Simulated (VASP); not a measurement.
# HfSnSe4 (P2/m) in VASP: single point with PBE

Aim: the single point of HfSnSe4 with PBE.

All numbers are computed with VASP 6.6.1; they aren't measurements. Logs are shortened: lines on timing, memory, paths and dates and some standing lists are left out, and cuts for length are marked.

**1. The cell of the first run**

It takes space group P2/m (No. 10, monoclinic). The conventional cell has a = 6.750 Å, b = 3.781 Å, c = 7.115 Å, α = 90.00°, β = 91.33°, γ = 90.00°. Within 3.5 Å of Hf (site symmetry 2/m) lie 6 Se at 2.69 to 2.72 Å. Within 3.6 Å of Sn (site symmetry 2/m) lie 6 Se at 2.73 to 2.81 Å. Within 3.5 Å of Se (site symmetry m) lie 2 Hf at 2.69 Å and 1 Sn at 2.81 Å. Se (site symmetry m) has 1 Hf at 2.72 Å and 2 Sn at 2.73 Å within 3.6 Å.

**2. Single point, PBE**

Input file INCAR:

```
SYSTEM = HfSnSe4
  PREC = Accurate
  ENCUT = 520
  EDIFF = 1E-7
  ISMEAR = 0
  SIGMA = 0.1
  LREAL = .False.
  LASPH = .True.
  NELM = 100
  ALGO = Fast
  ISIF = 2
  LWAVE = .False.
  LCHARG = .True.
  GGA = PE
  LELF = .True.
  LVHAR = .True.
  NBANDS = 33
```

Input file KPOINTS:

```
Automatic mesh
0
Gamma
  6 10 6
  0 0 0
```

Input file POSCAR:

```
HfSnSe4
1.0
    6.7497688129      0.0000000000     -0.0235195734
    0.0000000000      3.7814496189      0.0000000000
   -0.1402616171      0.0000000000      7.1134618194
Hf Sn Se
1 1 4
Direct
    0.5000000000      0.5000000000      0.0000000000
    0.0000000000      0.0000000000      0.0000000000
    0.3374018921      0.0000000000      0.7760261098
    0.8226686769      0.5000000000      0.7771665191
    0.1773313231      0.5000000000      0.2228334809
    0.6625981079      0.0000000000      0.2239738902
```

Potentials or basis: VASP PAW PBE potentials, release 64 (Hf_pv, Sn_d, Se).

On the command line:

```
$ cat potpaw_PBE.64/Hf_pv/POTCAR potpaw_PBE.64/Sn_d/POTCAR potpaw_PBE.64/Se/POTCAR > POTCAR
$ mpirun -np 1 vasp_std > vasp.out
```

OUTCAR:

```text
SYSTEM = HfSnSe4
   PREC = Accurate
   ENCUT = 520
   EDIFF = 1E-7
   ISMEAR = 0
   LREAL = .False.
   LASPH = .True.
   NELM = 100
   ISIF = 2
   GGA = PE

 ion  position               nearest neighbor table
   1  0.500  0.500  0.000-   3 2.69   6 2.69   3 2.69   6 2.69   5 2.72   4 2.72
   2  0.000  0.000  0.000-   4 2.73   5 2.73   4 2.73   5 2.73   3 2.81   6 2.81
   3  0.337  0.000  0.776-   1 2.69   1 2.69   2 2.81
   4  0.823  0.500  0.777-   1 2.72   2 2.73   2 2.73
   5  0.177  0.500  0.223-   1 2.72   2 2.73   2 2.73
   6  0.663  0.000  0.224-   1 2.69   1 2.69   2 2.81

  LATTYP: Found a simple monoclinic cell.
 ALAT       =     6.7498097898
 B/A-ratio  =     0.5602305453
 C/A-ratio  =     1.0540807415
 COS(beta)  =    -0.0231976225

  Lattice vectors:

 A1 = (   6.7497688129,   0.0000000000,  -0.0235195734)
 A2 = (   0.0000000000,   3.7814496189,   0.0000000000)
 A3 = (  -0.1402616171,   0.0000000000,   7.1134618194)

Analysis of symmetry for initial positions (statically):
=====================================================================
 Subroutine PRICEL returns:
 Original cell was already a primitive cell.

 Routine SETGRP: Setting up the symmetry group for a
 simple monoclinic supercell.

 Subroutine GETGRP returns: Found  4 space group operations
 (whereof  4 operations were pure point group operations)
 out of a pool of  4 trial point group operations.

The static configuration has the point symmetry C_2h.

Analysis of symmetry for dynamics (positions and initial velocities):
=====================================================================
 Subroutine PRICEL returns:
 Original cell was already a primitive cell.

 Routine SETGRP: Setting up the symmetry group for a
 simple monoclinic supercell.

 Subroutine GETGRP returns: Found  4 space group operations
 (whereof  4 operations were pure point group operations)
 out of a pool of  4 trial point group operations.

The dynamic configuration has the point symmetry C_2h.

 Subroutine INISYM returns: Found  4 space group operations
 (whereof  4 operations are pure point group operations),
 and found     1 'primitive' translations

----------------------------------------------------------------------------------------

                                     Primitive cell

  volume of cell :     181.5509

  direct lattice vectors                    reciprocal lattice vectors
     6.749768813  0.000000000 -0.023519573     0.148163402  0.000000000  0.002921452
     0.000000000  3.781449619  0.000000000     0.000000000  0.264448849  0.000000000
    -0.140261617  0.000000000  7.113461819     0.000489880  0.000000000  0.140588189

  length of vectors
     6.749809790  3.781449619  7.114844508     0.148192202  0.264448849  0.140589042

  position of ions in fractional coordinates (direct lattice)
     0.500000000  0.500000000  0.000000000
     0.000000000  0.000000000  0.000000000
     0.337401892  0.000000000  0.776026110
     0.822668677  0.500000000  0.777166519
     0.177331323  0.500000000  0.222833481
     0.662598108  0.000000000  0.223973890

  ion indices of the primitive-cell ions
   primitive index   ion index
                 1           1
                 2           2
                 3           3
                 4           4
                 5           5
                 6           6

----------------------------------------------------------------------------------------

 KPOINTS: Automatic mesh

Automatic generation of k-mesh.
 Grid dimensions read from file:
 generate k-points for:    6   10    6

 Generating k-lattice:

  Cartesian coordinates                     Fractional coordinates (reciprocal lattice)
     0.024693900  0.000000000  0.000486909     0.166666667  0.000000000  0.000000000
     0.000000000  0.026444885  0.000000000     0.000000000  0.100000000  0.000000000
     0.000081647  0.000000000  0.023431365     0.000000000  0.000000000  0.166666667

  Length of vectors
     0.024698700  0.026444885  0.023431507

  Shift w.r.t. Gamma in fractional coordinates (k-lattice)
     0.000000000  0.000000000  0.000000000

 Subroutine IBZKPT returns following result:
 ===========================================

 Found    120 irreducible k-points:

 Following reciprocal coordinates:
            Coordinates               Weight
  0.000000  0.000000  0.000000      1.000000
  0.166667  0.000000  0.000000      2.000000
  0.333333  0.000000  0.000000      2.000000
  0.500000  0.000000  0.000000      1.000000
  0.000000  0.100000  0.000000      2.000000
  0.166667  0.100000  0.000000      4.000000
[... 16 lines left out ...]
  0.333333  0.500000  0.000000      2.000000
  0.500000  0.500000  0.000000      1.000000
 [... further k-points ...]
   k-points           NKPTS =    120   k-points in BZ     NKDIM =    120   number of bands    NBANDS=     33
   number of dos      NEDOS =    301   number of ions     NIONS =      6
   total plane-waves  NPLWV =  75600
   dimension x,y,z NGX =    50 NGY =   28 NGZ =   54
   dimension x,y,z NGXF=   100 NGYF=   56 NGZF=  108
   ions per type =               1   1   4
   NGX,Y,Z   is equivalent  to a cutoff of  12.31, 12.31, 12.62 a.u.
   NGXF,Y,Z  is equivalent  to a cutoff of  24.63, 24.62, 25.24 a.u.
 SYSTEM =  HfSnSe4
   PREC   = accura    normal or accurate (medium, high low for compatibility)
   ISTART =      0    job   : 0-new  1-cont  2-samecut
   ICHARG =      2    charge: 1-file 2-atom 10-const
   ISPIN  =      1    spin polarized calculation?
   LNONCOLLINEAR =      F non collinear calculations
   LSORBIT =      F    spin-orbit coupling
   LASPH  =      T    aspherical Exc in radial PAW
   ENCUT  =  520.0 eV  38.22 Ry    6.18 a.u.  12.55  7.03 13.23*2*pi/ulx,y,z
   NELM   =    100;   NELMIN=  2; NELMDL= -5     # of ELM steps
   EDIFF  = 0.1E-06   stopping-criterion for ELM
   LREAL  =      F    real-space projection
   EDIFFG = 0.1E-05   stopping-criterion for IOM
   NSW    =      0    number of steps for IOM
   IBRION =     -1    ionic relax: 0-MD 1-quasi-New 2-CG
   NFREE  =      0    steps in history (QN), initial steepest desc. (CG)
   ISIF   =      2    stress and relaxation
   ISYM   =      2    0-nonsym 1-usesym 2-fastsym
   POTIM  = 0.5000    time-step for ionic-motion
   TEBEG  =    0.0;   TEEND  =   0.0 temperature during run
   PSTRESS=    0.0 pullay stress
   NELECT =      48.0000    total number of electrons
   NUPDOWN=      -1.0000    fix difference up-down
   EMIN   =  10.00;   EMAX   =-10.00  energy-range for DOS
   EFERMI =   0.00;   METHOD = LEGACY
   ISMEAR =     0;   SIGMA  =   0.10  broadening in eV -4-tet -1-fermi 0-gaus
   EFERMI_NEDOS =   21; number of points for ismear=-14 and -15
   IALGO  =     68    algorithm
   IMIX   =      4    mixing-type and parameters
     AMIX     =   0.40;   BMIX     =  1.00
     AMIX_MAG =   1.60;   BMIX_MAG =  1.00
  volume/ion in A,a.u.               =      30.26       204.19
  Fermi-wavevector in a.u.,A,eV,Ry     =   1.050725  1.985583 15.021149  1.104023
  Thomas-Fermi vector in A             =   2.185740
   LORBIT       =      0    0 simple, 1 ext, 2 COOP (PROOUT), +10 PAW based schemes
   GGA     = PE    functional components
   LHFCALC =     F    Hartree Fock is set to
   AEXX    =    0.0000 exact exchange contribution
   IVDW    =     0    specifies the selected vdW correction
   LEPSILON=     F    determine dielectric tensor
   LRPA    =     F    only Hartree local field effects (RPA)
 non-spin polarized calculation
 RMM-DIIS sequential band-by-band and
 Gauss-broadening in eV      SIGMA  =   0.10
  energy-cutoff  :      520.00
  volume of cell :      181.55
 maximum number of plane-waves:      4926
   NGX = 25   NGY = 15   NGZ = 27

 number of electron      48.0000007 magnetization

 Free energy of the ion-electron system (eV)
  ---------------------------------------------------
  ext. energy  EPLUGINS =         0.00000000
  ---------------------------------------------------
  free energy    TOTEN  =       -32.55593903 eV

  energy without entropy =      -32.54802199  energy(sigma->0) =      -32.55198051

 E-fermi :   2.0498     XC(G=0):  -8.5450

 val. band max:        2.0472981271   @ k =   0.3333   0.0000   0.0000
 cond. band min:       2.0592033508   @ k =   0.1667   0.0000   0.5000
 fundamental gap:      0.0119052237
 Fermi energy:         2.0498401156

 k-point     1 :       0.0000    0.0000    0.0000
  band No.  band energies     occupation
      1     -29.0008      2.00000
      2     -28.9491      2.00000
      3     -28.9155      2.00000
      4     -19.3757      2.00000
      5     -19.3245      2.00000
      6     -19.3079      2.00000
[... 25 lines left out ...]
     32       7.0753      0.00000
     33       7.3573      0.00000

 k-point     2 :       0.1667    0.0000    0.0000
  band No.  band energies     occupation
      1     -29.0009      2.00000
      2     -28.9491      2.00000
      3     -28.9155      2.00000
      4     -19.3757      2.00000
      5     -19.3244      2.00000
      6     -19.3079      2.00000
[... 25 lines left out ...]
     32       7.1151      0.00000
     33       7.3865      0.00000

 k-point     3 :       0.3333    0.0000    0.0000
  band No.  band energies     occupation
      1     -29.0009      2.00000
      2     -28.9491      2.00000
      3     -28.9155      2.00000
      4     -19.3756      2.00000
      5     -19.3244      2.00000
      6     -19.3078      2.00000
[... 25 lines left out ...]
     32       7.4319      0.00000
     33       7.6400      0.00000

 k-point     4 :       0.5000    0.0000    0.0000
  band No.  band energies     occupation
      1     -29.0009      2.00000
      2     -28.9491      2.00000
      3     -28.9155      2.00000
      4     -19.3756      2.00000
      5     -19.3244      2.00000
      6     -19.3078      2.00000
[... 673 lines left out ...]
     32       7.2637      0.00000
     33       8.3113      0.00000

 k-point    23 :       0.3333    0.5000    0.0000
  band No.  band energies     occupation
      1     -28.9968      2.00000
      2     -28.9935      2.00000
      3     -28.9348      2.00000
      4     -19.3704      2.00000
      5     -19.3445      2.00000
      6     -19.3197      2.00000
[... 25 lines left out ...]
     32       7.7556      0.00000
     33       7.9201      0.00000

 k-point    24 :       0.5000    0.5000    0.0000
  band No.  band energies     occupation
      1     -28.9968      2.00000
      2     -28.9935      2.00000
      3     -28.9348      2.00000
      4     -19.3705      2.00000
      5     -19.3445      2.00000
      6     -19.3198      2.00000
[... 25 lines left out ...]
     32       7.6401      0.00000
     33       7.6783      0.00000

 [... further k-points ...]

------------------------ aborting loop because EDIFF is reached ----------------------------------------

  FORCE on cell =-STRESS in cart. coord.  units (eV):
  Direction    XX          YY          ZZ          XY          YZ          ZX
  --------------------------------------------------------------------------------------
  -------------------------------------------------------------------------------------
  Total       -0.1462366     -0.1373836     -0.1183373      0.0000000      0.0000000     -0.0081550
  in kB       -1.2905308     -1.2124032     -1.0443204      0.0000000      0.0000000     -0.0719675
  external PRESSURE =      -1.1824182 kB  Pullay stress =       0.0000000 kB

 VOLUME and BASIS-vectors are now :
 -----------------------------------------------------------------------------
  energy-cutoff  :      520.00
  volume of cell :      181.55
      direct lattice vectors                 reciprocal lattice vectors
     6.749768813  0.000000000 -0.023519573     0.148163402  0.000000000  0.002921452
     0.000000000  3.781449619  0.000000000     0.000000000  0.264448849  0.000000000
    -0.140261617  0.000000000  7.113461819     0.000489880  0.000000000  0.140588189

 POSITION                                       TOTAL-FORCE (eV/Angst)
 -----------------------------------------------------------------------------------
      3.37488      1.89072     -0.01176         0.000000      0.000000      0.000000
      0.00000      0.00000      0.00000         0.000000      0.000000      0.000000
      2.16854      0.00000      5.51230         0.025345      0.000000      0.028372
      5.44382      1.89072      5.50900        -0.023003      0.000000      0.007243
      1.16569      1.89072      1.58095         0.023003     -0.000000     -0.007243
      4.44097      0.00000      1.57765        -0.025345      0.000000     -0.028372
 -----------------------------------------------------------------------------------
    total drift:                               -0.000000     -0.000000     -0.000000

  FREE ENERGIE OF THE ION-ELECTRON SYSTEM (eV)
  ---------------------------------------------------
  free  energy   TOTEN  =       -32.5559390312 eV

  energy  without entropy=      -32.5480219865  energy(sigma->0) =      -32.55198051
```

Wall time 13 min (1 thread of Oxide Virtual Turin-like, shared host); peak memory 0.74 GiB.

What came out:

```
Free energy            : -32.5559 eV
Pressure               : -0.1 GPa
Largest force          : 0.038 eV/Å
Band gap on the k mesh : zero (bands 24 and 25 overlap by 0.43 eV)
```

Forces on the atoms (eV/Å):
```
Hf   0.000  0.000  0.000
Sn   0.000  0.000  0.000
Se   0.025  0.000  0.028
Se  -0.023  0.000  0.007
Se   0.023  0.000 -0.007
Se  -0.025  0.000 -0.028
```

Levels at points of the mesh, in eV from the Fermi level:
| k point | band 20 | band 21 | band 22 | band 23 | band 24 | band 25 | band 26 | band 27 | band 28 | band 29 |
| --- | --- | --- | --- | --- | --- | --- | --- | --- | --- | --- |
| (0.00, 0.00, 0.00) | -0.91 | -0.65 | -0.45 | -0.12 | 0.06 | 0.43 | 1.44 | 2.84 | 3.11 | 3.40 |
| (0.50, 0.00, 0.00) | -1.48 | -1.17 | -0.60 | -0.27 | -0.02 | 1.39 | 1.90 | 2.73 | 2.97 | 3.54 |
| (0.00, 0.50, 0.00) | -2.02 | -1.68 | -1.52 | -1.36 | -0.75 | 1.56 | 2.03 | 2.50 | 3.53 | 4.37 |
| (0.50, 0.50, 0.00) | -1.85 | -1.47 | -1.26 | -1.18 | -0.89 | -0.37 | 1.98 | 2.86 | 3.57 | 3.71 |
| (0.00, 0.00, 0.50) | -1.25 | -0.79 | -0.66 | -0.10 | 0.04 | 0.45 | 1.37 | 2.83 | 3.41 | 3.57 |
| (0.50, 0.00, 0.50) | -1.50 | -1.23 | -0.77 | -0.55 | -0.07 | 1.36 | 1.93 | 2.74 | 3.10 | 3.85 |
| (0.00, 0.50, 0.50) | -2.13 | -1.67 | -1.47 | -1.06 | -0.66 | 1.68 | 2.05 | 2.38 | 3.55 | 4.18 |
| (0.50, 0.50, 0.50) | -1.71 | -1.30 | -1.23 | -1.07 | -0.98 | -0.26 | 1.93 | 2.56 | 3.57 | 3.98 |

Caveat: spin-orbit coupling is left out, which moves the levels of the heavy elements; this functional lacks dispersion, which binds layers or chains, so the pressure and a relaxed spacing across them are unreliable.
